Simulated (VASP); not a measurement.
# Sn (Fd-3m) in VASP: further runs

Runs on Sn. Level: PBE. Tasks: single point, relaxation of cell and atoms.

Program: VASP 6.6.1. These are calculated values, not measurements. Logs are shortened: lines on timing, memory, paths and dates and some standing lists are left out, and cuts for length are marked.

### Step 1. The cell of the first run

The structure is cubic, space group Fd-3m (No. 227). Conventional cell: a = 6.657 Å, b = 6.657 Å, c = 6.657 Å, α = 90.00°, β = 90.00°, γ = 90.00°. Sn (site symmetry -43m) has 4 Sn at 2.88 Å within 3.8 Å.

This isn't the form of Sn at room conditions, which is tetragonal (white tin).

### Step 2. Single point, PBE

INCAR

```
SYSTEM = Sn
PREC = Accurate
ENCUT = 520
EDIFF = 1E-6
ISMEAR = -1
SIGMA = 0.08
LREAL = .FALSE.
LASPH = .TRUE.
NELM = 60
ALGO = Normal
ISIF = 2
LWAVE = .FALSE.
LCHARG = .FALSE.
GGA = PE
NBANDS = 21
```

KPOINTS

```
Automatic mesh
0
G
  10 10 10
  0 0 0
```

POSCAR

```
Sn
1.0
    0.0000000000      3.3285055735      3.3285055735
    3.3285055735      0.0000000000      3.3285055735
    3.3285055735      3.3285055735      0.0000000000
Sn
2
Direct
   -0.1250000000     -0.1250000000     -0.1250000000
    0.1250000000      0.1250000000      0.1250000000
```

Potentials or basis: VASP PAW PBE potentials, release 64 (Sn_d).

On the command line:

```sh
$ cat potpaw_PBE.64/Sn_d/POTCAR > POTCAR
$ mpirun -np 1 vasp_std > vasp.out
```

OUTCAR:

```text
SYSTEM = Sn
   PREC = Accurate
   ENCUT = 520
   EDIFF = 1E-6
   ISMEAR = -1
   LREAL = .FALSE.
   LASPH = .TRUE.
   NELM = 60
   ISIF = 2
   GGA = PE

 ion  position               nearest neighbor table
   1  0.875  0.875  0.875-   2 2.88   2 2.88   2 2.88   2 2.88
   2  0.125  0.125  0.125-   1 2.88   1 2.88   1 2.88   1 2.88

  LATTYP: Found a face centered cubic cell.
 ALAT       =     6.6570111470

  Lattice vectors:

 A1 = (   0.0000000000,   3.3285055735,   3.3285055735)
 A2 = (   3.3285055735,   0.0000000000,   3.3285055735)
 A3 = (   3.3285055735,   3.3285055735,   0.0000000000)

Analysis of symmetry for initial positions (statically):
=====================================================================
 Subroutine PRICEL returns:
 Original cell was already a primitive cell.

 Routine SETGRP: Setting up the symmetry group for a
 face centered cubic supercell.

 Subroutine GETGRP returns: Found 48 space group operations
 (whereof 12 operations were pure point group operations)
 out of a pool of 48 trial point group operations.

The static configuration has the point symmetry D_3d.
 The point group associated with its full space group is O_h .

Analysis of symmetry for dynamics (positions and initial velocities):
=====================================================================
 Subroutine PRICEL returns:
 Original cell was already a primitive cell.

 Routine SETGRP: Setting up the symmetry group for a
 face centered cubic supercell.

 Subroutine GETGRP returns: Found 48 space group operations
 (whereof 12 operations were pure point group operations)
 out of a pool of 48 trial point group operations.

The dynamic configuration has the point symmetry D_3d.
 The point group associated with its full space group is O_h .

 Subroutine INISYM returns: Found 48 space group operations
 (whereof 12 operations are pure point group operations),
 and found     1 'primitive' translations

----------------------------------------------------------------------------------------

                                     Primitive cell

  volume of cell :      73.7527

  direct lattice vectors                    reciprocal lattice vectors
     0.000000000  3.328505574  3.328505574    -0.150217564  0.150217564  0.150217564
     3.328505574  0.000000000  3.328505574     0.150217564 -0.150217564  0.150217564
     3.328505574  3.328505574  0.000000000     0.150217564  0.150217564 -0.150217564

  length of vectors
     4.707217724  4.707217724  4.707217724     0.260184454  0.260184454  0.260184454

  position of ions in fractional coordinates (direct lattice)
     0.875000000  0.875000000  0.875000000
     0.125000000  0.125000000  0.125000000

  ion indices of the primitive-cell ions
   primitive index   ion index
                 1           1
                 2           2

----------------------------------------------------------------------------------------

 KPOINTS: Automatic mesh

Automatic generation of k-mesh.
 Grid dimensions read from file:
 generate k-points for:   10   10   10

 Generating k-lattice:

  Cartesian coordinates                     Fractional coordinates (reciprocal lattice)
    -0.015021756  0.015021756  0.015021756     0.100000000  0.000000000  0.000000000
     0.015021756 -0.015021756  0.015021756     0.000000000  0.100000000  0.000000000
     0.015021756  0.015021756 -0.015021756     0.000000000  0.000000000  0.100000000

  Length of vectors
     0.026018445  0.026018445  0.026018445

  Shift w.r.t. Gamma in fractional coordinates (k-lattice)
     0.000000000  0.000000000  0.000000000

 Subroutine IBZKPT returns following result:
 ===========================================

 Found     47 irreducible k-points:

 Following reciprocal coordinates:
            Coordinates               Weight
  0.000000  0.000000  0.000000      1.000000
  0.100000  0.000000  0.000000      8.000000
  0.200000  0.000000  0.000000      8.000000
  0.300000  0.000000  0.000000      8.000000
  0.400000  0.000000  0.000000      8.000000
  0.500000  0.000000  0.000000      4.000000
[... 16 lines left out ...]
  0.300000  0.300000  0.000000      6.000000
  0.400000  0.300000  0.000000     24.000000
 [... further k-points ...]
   k-points           NKPTS =     47   k-points in BZ     NKDIM =     47   number of bands    NBANDS=     21
   number of dos      NEDOS =    301   number of ions     NIONS =      2
   total plane-waves  NPLWV =  46656
   dimension x,y,z NGX =    36 NGY =   36 NGZ =   36
   dimension x,y,z NGXF=    72 NGYF=   72 NGZF=   72
   ions per type =               2
   NGX,Y,Z   is equivalent  to a cutoff of  12.71, 12.71, 12.71 a.u.
   NGXF,Y,Z  is equivalent  to a cutoff of  25.43, 25.43, 25.43 a.u.
 SYSTEM =  Sn
   PREC   = accura    normal or accurate (medium, high low for compatibility)
   ISTART =      0    job   : 0-new  1-cont  2-samecut
   ICHARG =      2    charge: 1-file 2-atom 10-const
   ISPIN  =      1    spin polarized calculation?
   LNONCOLLINEAR =      F non collinear calculations
   LSORBIT =      F    spin-orbit coupling
   LASPH  =      T    aspherical Exc in radial PAW
   ENCUT  =  520.0 eV  38.22 Ry    6.18 a.u.   8.75  8.75  8.75*2*pi/ulx,y,z
   NELM   =     60;   NELMIN=  2; NELMDL= -5     # of ELM steps
   EDIFF  = 0.1E-05   stopping-criterion for ELM
   LREAL  =      F    real-space projection
   EDIFFG = 0.1E-04   stopping-criterion for IOM
   NSW    =      0    number of steps for IOM
   IBRION =     -1    ionic relax: 0-MD 1-quasi-New 2-CG
   NFREE  =      0    steps in history (QN), initial steepest desc. (CG)
   ISIF   =      2    stress and relaxation
   ISYM   =      2    0-nonsym 1-usesym 2-fastsym
   POTIM  = 0.5000    time-step for ionic-motion
   TEBEG  =    0.0;   TEEND  =   0.0 temperature during run
   PSTRESS=    0.0 pullay stress
   NELECT =      28.0000    total number of electrons
   NUPDOWN=      -1.0000    fix difference up-down
   EMIN   =  10.00;   EMAX   =-10.00  energy-range for DOS
   EFERMI =   0.00;   METHOD = LEGACY
   ISMEAR =    -1;   SIGMA  =   0.08  broadening in eV -4-tet -1-fermi 0-gaus
   EFERMI_NEDOS =   21; number of points for ismear=-14 and -15
   IALGO  =     38    algorithm
   IMIX   =      4    mixing-type and parameters
     AMIX     =   0.40;   BMIX     =  1.00
     AMIX_MAG =   1.60;   BMIX_MAG =  1.00
  volume/ion in A,a.u.               =      36.88       248.85
  Fermi-wavevector in a.u.,A,eV,Ry     =   1.185409  2.240098 19.118832  1.405195
  Thomas-Fermi vector in A             =   2.321603
   LORBIT       =      0    0 simple, 1 ext, 2 COOP (PROOUT), +10 PAW based schemes
   GGA     = PE    functional components
[... 5 lines left out ...]
 non-spin polarized calculation
  energy-cutoff  :      520.00
  volume of cell :       73.75
 maximum number of plane-waves:      2012
   NGX = 17   NGY = 17   NGZ = 17

 number of electron      28.0000008 magnetization

 Free energy of the ion-electron system (eV)
  ---------------------------------------------------
  ext. energy  EPLUGINS =         0.00000000
  ---------------------------------------------------
  free energy    TOTEN  =        -7.69368165 eV

  energy without entropy =       -7.68836405  energy(sigma->0) =       -7.69102285

 E-fermi :   4.8361     XC(G=0):  -8.5466

 val. band max:        4.7791004328   @ k =   0.4000   0.0000   0.0000
 cond. band min:       4.9503650305   @ k =   0.0000   0.0000   0.0000
 fundamental gap:      0.1712645977
 Fermi energy:         4.8360601077

 k-point     1 :       0.0000    0.0000    0.0000
  band No.  band energies     occupation
      1     -16.6868      2.00000
      2     -16.6868      2.00000
      3     -16.6868      2.00000
      4     -16.6370      2.00000
      5     -16.6370      2.00000
      6     -16.3853      2.00000
[... 13 lines left out ...]
     20      12.6448      0.00000
     21      12.6448      0.00000

 k-point     2 :       0.1000    0.0000    0.0000
  band No.  band energies     occupation
      1     -16.6928      2.00000
      2     -16.6928      2.00000
      3     -16.6847      2.00000
      4     -16.6288      2.00000
      5     -16.6288      2.00000
      6     -16.4017      2.00000
[... 13 lines left out ...]
     20      12.0215      0.00000
     21      12.0215      0.00000

 k-point     3 :       0.2000    0.0000    0.0000
  band No.  band energies     occupation
      1     -16.7030      2.00000
      2     -16.7030      2.00000
      3     -16.6792      2.00000
      4     -16.6129      2.00000
      5     -16.6129      2.00000
      6     -16.4177      2.00000
[... 13 lines left out ...]
     20      11.6400      0.00000
     21      11.6400      0.00000

 k-point     4 :       0.3000    0.0000    0.0000
  band No.  band energies     occupation
      1     -16.7109      2.00000
      2     -16.7109      2.00000
      3     -16.6721      2.00000
      4     -16.5989      2.00000
      5     -16.5989      2.00000
      6     -16.4298      2.00000
[... 13 lines left out ...]
     20      11.8584      0.00000
     21      11.8584      0.00000

 k-point     5 :       0.4000    0.0000    0.0000
  band No.  band energies     occupation
      1     -16.7152      2.00000
      2     -16.7152      2.00000
      3     -16.6661      2.00000
      4     -16.5906      2.00000
      5     -16.5906      2.00000
      6     -16.4364      2.00000
[... 13 lines left out ...]
     20      12.6528      0.00000
     21      12.6528      0.00000

 k-point     6 :       0.5000    0.0000    0.0000
  band No.  band energies     occupation
      1     -16.7165      2.00000
      2     -16.7165      2.00000
      3     -16.6638      2.00000
      4     -16.5880      2.00000
      5     -16.5880      2.00000
      6     -16.4383      2.00000
[... 13 lines left out ...]
     20      13.0762      0.00000
     21      13.4241      0.00000

 k-point     7 :       0.1000    0.1000    0.0000
  band No.  band energies     occupation
      1     -16.6915      2.00000
      2     -16.6915      2.00000
      3     -16.6911      2.00000
      4     -16.6307      2.00000
      5     -16.6202      2.00000
      6     -16.4193      2.00000
[... 13 lines left out ...]
     20      11.2972      0.00000
     21      12.7531      0.00000
[... 291 lines left out ...]
      1     -16.7392      2.00000
      2     -16.7247      2.00000
      3     -16.6303      2.00000
      4     -16.5680      2.00000
      5     -16.5591      2.00000
      6     -16.4715      2.00000
[... 13 lines left out ...]
     20      12.3480      0.00000
     21      13.1281      0.00000

 k-point    21 :      -0.3000    0.2000    0.0000
  band No.  band energies     occupation
      1     -16.7335      2.00000
      2     -16.7242      2.00000
      3     -16.6356      2.00000
      4     -16.5862      2.00000
      5     -16.5609      2.00000
      6     -16.4683      2.00000
[... 13 lines left out ...]
     20      12.1667      0.00000
     21      13.5611      0.00000

 k-point    22 :      -0.2000    0.2000    0.0000
  band No.  band energies     occupation
      1     -16.7215      2.00000
      2     -16.7198      2.00000
      3     -16.6536      2.00000
      4     -16.5997      2.00000
      5     -16.5756      2.00000
      6     -16.4565      2.00000
[... 13 lines left out ...]
     20      12.4423      0.00000
     21      12.8640      0.00000

 k-point    23 :       0.3000    0.3000    0.0000
  band No.  band energies     occupation
      1     -16.7159      2.00000
      2     -16.7159      2.00000
      3     -16.6798      2.00000
      4     -16.5838      2.00000
      5     -16.5371      2.00000
      6     -16.5165      2.00000
[... 13 lines left out ...]
     20      13.4210      0.00000
     21      13.6242      0.00000

 k-point    24 :       0.4000    0.3000    0.0000
  band No.  band energies     occupation
      1     -16.7270      2.00000
      2     -16.7216      2.00000
      3     -16.6608      2.00000
      4     -16.5667      2.00000
      5     -16.5373      2.00000
      6     -16.5171      2.00000
[... 13 lines left out ...]
     20      13.8209      0.00000
     21      14.0556      0.00000

 [... further k-points ...]
[... 5 lines left out ...]
  --------------------------------------------------------------------------------------
  -------------------------------------------------------------------------------------
  Total       -0.0206134     -0.0206134     -0.0206134      0.0000000      0.0000000     -0.0000000
  in kB       -0.4477992     -0.4477992     -0.4477992      0.0000000      0.0000000     -0.0000000
  external PRESSURE =      -0.4477992 kB  Pullay stress =       0.0000000 kB

 VOLUME and BASIS-vectors are now :
 -----------------------------------------------------------------------------
  energy-cutoff  :      520.00
  volume of cell :       73.75
      direct lattice vectors                 reciprocal lattice vectors
     0.000000000  3.328505574  3.328505574    -0.150217564  0.150217564  0.150217564
     3.328505574  0.000000000  3.328505574     0.150217564 -0.150217564  0.150217564
     3.328505574  3.328505574  0.000000000     0.150217564  0.150217564 -0.150217564

 POSITION                                       TOTAL-FORCE (eV/Angst)
 -----------------------------------------------------------------------------------
      5.82488      5.82488      5.82488        -0.000000      0.000000      0.000000
      0.83213      0.83213      0.83213         0.000000     -0.000000     -0.000000
 -----------------------------------------------------------------------------------
    total drift:                                0.000000      0.000000      0.000000

  FREE ENERGIE OF THE ION-ELECTRON SYSTEM (eV)
  ---------------------------------------------------
  free  energy   TOTEN  =        -7.6936816528 eV

  energy  without entropy=       -7.6883640512  energy(sigma->0) =       -7.69102285
```

Wall time 89 s (1 thread of AMD EPYC 7R13, shared host); peak memory 0.2 GiB.

Results:

```
Free energy            : -7.6937 eV
Pressure               : 0.0 GPa
Band gap on the k mesh : zero (bands 14 and 15 overlap by 0.23 eV)
```

Levels at points of the mesh, in eV from the Fermi level:
| k point | band 12 | band 13 | band 14 | band 15 | band 16 | band 17 |
| --- | --- | --- | --- | --- | --- | --- |
| (0.00, 0.00, 0.00) | -1.13 | 0.11 | 0.11 | 0.11 | 2.18 | 2.18 |
| (0.50, 0.00, 0.00) | -6.00 | -0.98 | -0.98 | -0.12 | 3.22 | 3.22 |
| (0.50, 0.50, 0.00) | -7.24 | -2.19 | -2.19 | 0.93 | 0.93 | 7.27 |

Caveat: spin-orbit coupling is left out, which moves the levels of the heavy elements.

### Step 3. Relaxation of cell and atoms, PBE

This run uses another cell than the first one, of 35.00 Å³/atom.

INCAR

```
PREC = Accurate ; ENCUT = 600
EDIFF = 1E-6 ; ISMEAR = -1
SIGMA = 0.08 ; LREAL = False
LASPH = True ; NELM = 60
ALGO = Normal ; ISIF = 3
LWAVE = False ; LCHARG = False
GGA = PE ; IBRION = 2
NSW = 60 ; EDIFFG = -0.005
```

KPOINTS

```
regular mesh
0
Gamma
  10 10 10
```

POSCAR

```
Sn
1.0
    0.0000000000      3.2710663102      3.2710663102
    3.2710663102      0.0000000000      3.2710663102
    3.2710663102      3.2710663102      0.0000000000
Sn
2
Direct
   -0.1250000000     -0.1250000000     -0.1250000000
    0.1250000000      0.1250000000      0.1250000000
```

Potentials or basis: VASP PAW PBE potentials, release 64 (Sn_d).

On the command line:

```sh
$ cat potpaw_PBE.64/Sn_d/POTCAR > POTCAR
$ mpirun -np 1 vasp_std > vasp.out
```

Wall time 9.5 min (1 thread of AMD EPYC 7R13, shared host); peak memory 0.25 GiB.

The run converged. Its results:

```
Free energy                           : -7.6933 eV
Relaxed volume                        : 36.85 Å³/atom
Relaxed cell                          : a = 4.706 Å, b = 4.706 Å, c = 4.706 Å, α = 60.00°, β = 60.00°, γ = 60.00°
Space group after relaxing (to 0.1 Å) : Fd-3m (No. 227)
Energy gained by relaxing             : 11.4 meV/atom
Ionic steps                           : 5
Pressure after relaxing               : 0.0 GPa
Band gap on the k mesh                : zero (bands 14 and 15 overlap by 0.23 eV)
```

Step by step:
| step | energy change (eV) | largest force (eV/Å) | pressure (GPa) | volume (Å³) |
| --- | --- | --- | --- | --- |
| 1 | 0.0000 | 0.0000 | 2.09 | 70.00 |
| 2 | -0.0213 | 0.0000 | -0.48 | 74.72 |
| 3 | -0.0228 | 0.0000 | 0.07 | 73.68 |
| 4 | -0.0228 | 0.0000 | -0.04 | 73.81 |
| 5 | -0.0228 | 0.0000 | 0.02 | 73.70 |

Final structure:
```
Sn
1.0
     0.00000    3.32778    3.32778
     3.32778    0.00000    3.32778
     3.32778    3.32778    0.00000
Sn
2
Direct
  0.87500 0.87500 0.87500
  0.12500 0.12500 0.12500
```

Levels at points of the mesh, in eV from the Fermi level:
| k point | band 10 | band 11 | band 12 | band 13 | band 14 | band 15 | band 16 | band 17 | band 18 |
| --- | --- | --- | --- | --- | --- | --- | --- | --- | --- |
| (0.00, 0.00, 0.00) | -21.22 | -10.09 | -1.12 | 0.11 | 0.11 | 0.11 | 2.17 | 2.17 | 2.17 |
| (0.50, 0.00, 0.00) | -21.18 | -8.62 | -6.01 | -0.98 | -0.98 | -0.12 | 3.22 | 3.22 | 5.71 |
| (0.50, 0.50, 0.00) | -21.16 | -7.24 | -7.24 | -2.20 | -2.20 | 0.93 | 0.93 | 7.28 | 7.28 |

Caveat: spin-orbit coupling is left out, which moves the levels of the heavy elements.

The gap in the log of VASP goes by the Fermi energy; the results here count the filled bands.